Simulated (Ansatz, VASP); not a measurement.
**NaScCu: VASP beside Ansatz**

```
CELL_PARAMETERS angstrom
-1.57761 1.57761 6.22026
1.57761 -1.57761 6.22026
1.57761 1.57761 -6.22026
ATOMIC_POSITIONS crystal
Na 0.68937 0.68937 0.00000
Sc 0.95989 0.95989 0.00000
Cu 0.35074 0.35074 0.00000
```

Alike in both runs: functional LDA; k mesh 18 × 18 × 18; occupations fermi-dirac, width 0.15 eV; no spin polarisation.

Ansatz relaxed the structure, and its values are those at the end. VASP's run is a single point on that final structure, the one shown.

|  | VASP | Ansatz |
| --- | --- | --- |
| version | VASP 6.6.1 | Ansatz 0.2.0 |
| potentials or method | VASP PAW LDA potentials, release 64 (Na_pv, Sc_sv, Cu), cutoff 520 eV | scalar-relativistic, plane waves, PAW |
| valence electrons in the cell | 29 | 39 |

Ansatz gave:

* gap on the k mesh at the Fermi level (eV): none
* pressure (GPa): 0.0
* rms of the force components (eV/Å): 0.000

Question: Estimate VASP's values.

Answer: gap on the k mesh at the Fermi level (eV): none; pressure (GPa): 0.3; rms of the force components (eV/Å): 0.028.

LDA's correlation is that of Perdew and Zunger in VASP and of Perdew and Wang (1992) in Ansatz. A gap of «none» marks a metal or a gap that the smearing closes. VASP's potentials hold 29 valence electrons a cell and Ansatz's 39, so a difference there can come from the potentials and not from the codes.
